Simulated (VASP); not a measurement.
# TaC (Fm-3m) in VASP: a series of runs, part 2 of 2

VASP 6.6.1.

## Step 3: Single point, r2SCAN

POSCAR

```
TaC
1.0
    0.0000000000      2.2230000000      2.2230000000
    2.2230000000      0.0000000000      2.2230000000
    2.2230000000      2.2230000000      0.0000000000
Ta C
1 1
Direct
    0.0000000000      0.0000000000      0.0000000000
    0.5000000000      0.5000000000      0.5000000000
```

INCAR.step1

```
  PREC = Accurate
  ENCUT = 660
  ISMEAR = -1
  SIGMA = 0.15
  LREAL = False
  LASPH = True
  NELM = 120
  NBANDS = 14
  GGA = PE
  ALGO = Normal
  EDIFF = 1E-5
  LWAVE = True
  LCHARG = False
  GGA_COMPAT = False
```

INCAR.step2

```
  PREC = Accurate
  ENCUT = 660
  EDIFF = 1E-6
  ISMEAR = -1
  SIGMA = 0.15
  LREAL = False
  LASPH = True
  NELM = 120
  ALGO = Normal
  ISIF = 2
  LWAVE = False
  LCHARG = True
  METAGGA = R2SCAN
  LMIXTAU = True
  LELF = True
  LVHAR = True
  NBANDS = 14
  ISTART = 1
  GGA_COMPAT = False
```

KPOINTS

```
regular mesh
0
Gamma
  4 4 4
```

Potentials or basis: VASP PAW PBE potentials, release 64 (Ta_pv, C).

Command:

```
$ cat potpaw_PBE.64/Ta_pv/POTCAR potpaw_PBE.64/C/POTCAR > POTCAR
$ cp INCAR.step1 INCAR
$ mpirun -np 1 vasp_std > vasp.out
$ cp INCAR.step2 INCAR
$ mpirun -np 1 vasp_std > vasp.out
```

It took 34 s on 1 thread of AMD EPYC 7R43 (Zen 3), shared host; peak memory 0.13 GiB.

Results (log left out):

* Free energy: -59.7725 eV
* Pressure: 6.2 GPa

Levels at points of the mesh, in eV from the Fermi level:
```
           k point  band 3  band 4  band 5  band 6  band 7  band 8  band 9  band 10  band 11  band 12
(0.00, 0.00, 0.00)  -36.29  -15.54   -1.17   -1.17   -1.17   -0.33   -0.33    -0.33     0.79     0.79
(0.50, 0.00, 0.00)  -36.37  -10.99   -8.96   -5.64   -5.64    3.03    3.03     4.15     5.94    10.21
(0.50, 0.50, 0.00)  -36.55  -13.42   -4.76   -4.50   -1.72   -1.72    2.79     4.43     4.43     7.49
```

Caveat: the k points lie up to 0.61 Å⁻¹ apart; the PAW data sets were made with another functional, which shifts forces and pressure a little; spin-orbit coupling is left out, which moves the levels of the heavy elements.

## Step 4: Single point, r2SCAN

POSCAR is that of step 3.

INCAR.step1

```
  PREC = Accurate
  ENCUT = 660
  ISMEAR = -1
  SIGMA = 0.15
  LREAL = F
  LASPH = T
  NELM = 120
  NBANDS = 14
  GGA = PE
  ALGO = Normal
  EDIFF = 1E-5
  LWAVE = T
  LCHARG = F
  GGA_COMPAT = F
```

INCAR.step2

```
  PREC = Accurate
  ENCUT = 660
  EDIFF = 1E-6
  ISMEAR = -1
  SIGMA = 0.15
  LREAL = F
  LASPH = T
  NELM = 120
  ALGO = Normal
  ISIF = 2
  LWAVE = F
  LCHARG = T
  METAGGA = R2SCAN
  LMIXTAU = T
  LELF = T
  LVHAR = T
  NBANDS = 14
  ISTART = 1
  GGA_COMPAT = F
```

KPOINTS

```
Automatic mesh
0
Gamma
  5 5 5
```

Command:

```
$ cat potpaw_PBE.64/Ta_pv/POTCAR potpaw_PBE.64/C/POTCAR > POTCAR
$ cp INCAR.step1 INCAR
$ mpirun -np 1 vasp_std > vasp.out
$ cp INCAR.step2 INCAR
$ mpirun -np 1 vasp_std > vasp.out
```

Wall time 40 s (1 thread of AMD EPYC 7R43 (Zen 3), shared host); peak memory 0.12 GiB.

It converged, with:

| Property | Result |
| --- | --- |
| Free energy | -59.9100 eV |
| Pressure | 4.9 GPa |

Levels at points of the mesh, in eV from the Fermi level:
```csv
k point,band 6,band 7,band 8,band 9,band 10,band 11
"(0.00, 0.00, 0.00)",-1.36,-1.36,-0.62,-0.62,-0.62,0.61
```

Caveat: the k points lie up to 0.49 Å⁻¹ apart; the PAW data sets were made with another functional, which shifts forces and pressure a little; spin-orbit coupling is left out, which moves the levels of the heavy elements.

## Step 5: Single point, r2SCAN

POSCAR is that of step 4.

INCAR.step1

```
SYSTEM = TaC
PREC = Accurate
ENCUT = 660
ISMEAR = -1
SIGMA = 0.15
LREAL = .False.
LASPH = .True.
NELM = 120
NBANDS = 14
GGA = PE
ALGO = Normal
EDIFF = 1E-5
LWAVE = .True.
LCHARG = .False.
GGA_COMPAT = .False.
```

INCAR.step2

```
SYSTEM = TaC
PREC = Accurate
ENCUT = 660
EDIFF = 1E-6
ISMEAR = -1
SIGMA = 0.15
LREAL = .False.
LASPH = .True.
NELM = 120
ALGO = Normal
ISIF = 2
LWAVE = .False.
LCHARG = .False.
METAGGA = R2SCAN
LMIXTAU = .True.
NBANDS = 14
ISTART = 1
GGA_COMPAT = .False.
```

KPOINTS

```
Automatic mesh
0
Gamma
  7 7 7
  0 0 0
```

Potentials or basis: VASP PAW PBE potentials, release 64 (Ta_pv, C).

Command:

```
$ cat potpaw_PBE.64/Ta_pv/POTCAR potpaw_PBE.64/C/POTCAR > POTCAR
$ cp INCAR.step1 INCAR
$ mpirun -np 1 vasp_std > vasp.out
$ cp INCAR.step2 INCAR
$ mpirun -np 1 vasp_std > vasp.out
```

OUTCAR:

```text
SYSTEM = TaC
   PREC = Accurate
   ENCUT = 660
   EDIFF = 1E-6
   ISMEAR = -1
   LREAL = .False.
   LASPH = .True.
   NELM = 120
   ISIF = 2
   METAGGA = R2SCAN
   ISTART = 1

 ion  position               nearest neighbor table
   1  0.000  0.000  0.000-   2 2.22   2 2.22   2 2.22   2 2.22   2 2.22   2 2.22
   2  0.500  0.500  0.500-   1 2.22   1 2.22   1 2.22   1 2.22   1 2.22   1 2.22

  LATTYP: Found a face centered cubic cell.
 ALAT       =     4.4460000000

[... 519 lines left out ...]
     14      21.4659      0.00000

------------------------ aborting loop because EDIFF is reached ----------------------------------------

  FORCE on cell =-STRESS in cart. coord.  units (eV):
  Direction    XX          YY          ZZ          XY          YZ          ZX
  --------------------------------------------------------------------------------------
  -------------------------------------------------------------------------------------
  Total        0.6822587      0.6822587      0.6822587      0.0000000      0.0000000      0.0000000
  in kB       49.7520823     49.7520823     49.7520823      0.0000000      0.0000000      0.0000000
  external PRESSURE =      49.7520823 kB  Pullay stress =       0.0000000 kB

 VOLUME and BASIS-vectors are now :
 -----------------------------------------------------------------------------
  energy-cutoff  :      660.00
  volume of cell :       21.97
      direct lattice vectors                 reciprocal lattice vectors
     0.000000000  2.223000000  2.223000000    -0.224921278  0.224921278  0.224921278
     2.223000000  0.000000000  2.223000000     0.224921278 -0.224921278  0.224921278
     2.223000000  2.223000000  0.000000000     0.224921278  0.224921278 -0.224921278

 POSITION                                       TOTAL-FORCE (eV/Angst)
 -----------------------------------------------------------------------------------
      0.00000      0.00000      0.00000        -0.000000     -0.000000     -0.000000
      2.22300      2.22300      2.22300         0.000000      0.000000      0.000000
 -----------------------------------------------------------------------------------
    total drift:                                0.000000      0.000000      0.000000

  FREE ENERGIE OF THE ION-ELECTRON SYSTEM (eV)
  ---------------------------------------------------
  free  energy   TOTEN  =       -59.8822287558 eV

  energy  without entropy=      -59.8456190988  energy(sigma->0) =      -59.86392393
```

OUTCAR.step1:

```text
SYSTEM = TaC
   PREC = Accurate
   ENCUT = 660
   ISMEAR = -1
   LREAL = .False.
   LASPH = .True.
[... 553 lines left out ...]
      0.00000      0.00000      0.00000         0.000000      0.000000      0.000000
      2.22300      2.22300      2.22300        -0.000000     -0.000000     -0.000000
 -----------------------------------------------------------------------------------
    total drift:                                0.000000      0.000000      0.000000

  FREE ENERGIE OF THE ION-ELECTRON SYSTEM (eV)
  ---------------------------------------------------
  free  energy   TOTEN  =       -22.2175939850 eV

  energy  without entropy=      -22.1774459873  energy(sigma->0) =      -22.19751999
```

It took 62 s on 1 thread of AMD EPYC 7R43 (Zen 3), shared host; peak memory 0.13 GiB.

What came out:

```
Free energy : -59.8822 eV
Pressure    : 5.0 GPa
```

Levels at points of the mesh, in eV from the Fermi level:
```csv
k point,band 4,band 5,band 6,band 7,band 8,band 9,band 10,band 11,band 12,band 13
"(0.00, 0.00, 0.00)",-15.79,-1.36,-1.36,-1.36,-0.61,-0.61,-0.61,0.61,0.61,7.14
```

Caveat: the PAW data sets were made with another functional, which shifts forces and pressure a little; spin-orbit coupling is left out, which moves the levels of the heavy elements.

## Step 6: The runs side by side

| k mesh | gap on the mesh (eV) | pressure (GPa) |
| --- | --- | --- |
| 3 × 3 × 3 | none | 9.6 |
| 4 × 4 × 4 | none | 6.2 |
| 5 × 5 × 5 | none | 4.9 |
| 7 × 7 × 7 | none | 5.0 |

Alike in all rows: task single point; level r2SCAN; potentials or basis VASP PAW PBE potentials, release 64 (Ta_pv, C); no spin polarisation; cell as given; cutoff (eV) 660; smearing fermi-dirac 0.15 eV.

Caveats: some runs use coarse meshes; the PAW data sets were made with another functional, which shifts forces and pressure a little; spin-orbit coupling is left out, which moves the levels of the heavy elements.

Total energies depend on the potentials used, so only differences within one code and one set of settings carry meaning.
